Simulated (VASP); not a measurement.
Write the native input for VASP 6.6.1 that does the following.

```
Task                   : single point
Functional             : PBE
Potentials or basis    : VASP PAW PBE potentials, release 64 (Ho_3, F), 4f in core
Cutoff                 : 600 eV
k mesh                 : 12 × 12 × 4
Occupations            : gaussian, width 0.1 eV
Spin                   : no spin polarisation
Dipole correction      : no
Further INCAR settings : ALGO = Normal; EDIFF = 1e-06; NBANDS = 28
```

The structure of Ho3F2 lies in POSCAR:

```
Ho3F2
1.0
    3.7956726354      0.0000000000      0.0000000000
   -1.8978363177      3.2871489267      0.0000000000
    0.0000000000      0.0000000000      9.0582738243
Ho F
3 2
Direct
    0.0000000000      0.0000000000      0.0000000000
    0.3333333333      0.6666666667      0.6580719451
    0.6666666667      0.3333333333      0.3419280549
    0.3333333333      0.6666666667      0.9293107115
    0.6666666667      0.3333333333      0.0706892885
```

These files were run (other wordings do the same):

INCAR

```
SYSTEM = Ho3F2
PREC = Accurate
ENCUT = 600
EDIFF = 1E-6
ISMEAR = 0
SIGMA = 0.1
LREAL = .False.
LASPH = .True.
NELM = 200
ALGO = Normal
ISIF = 2
LWAVE = .False.
LCHARG = .True.
GGA = PE
LELF = .True.
LVHAR = .True.
NBANDS = 28
GGA_COMPAT = .False.
LMAXMIX = 6
```

KPOINTS

```
Automatic mesh
0
Gamma
  12 12 4
  0 0 0
```

Potentials or basis: VASP PAW PBE potentials, release 64 (Ho_3, F), 4f in core.

Run with:

```console
$ cat potpaw_PBE.64/Ho_3/POTCAR potpaw_PBE.64/F/POTCAR > POTCAR
$ mpirun -np 1 vasp_std > vasp.out
```

It gave:

```yaml
Pressure: 0.5 GPa
Largest_force: 0.043 eV/Å
Band_gap_on_the_k_mesh: zero (an odd number of electrons rules out a gap without spin polarisation)
```

Caveat: spin-orbit coupling is left out, which moves the levels of the heavy elements; the 4f electrons are frozen in the core, so they carry no moment and show no levels; an odd number of electrons without spin polarisation forces a metal; a magnetic or distorted state may lie lower; the run has no spin polarisation, though such a crystal can be magnetic.

Wall time 4.2 min on 1 thread of AMD EPYC 7R13 Processor (Zen 3), with other jobs on the host, peak memory 0.36 GiB.
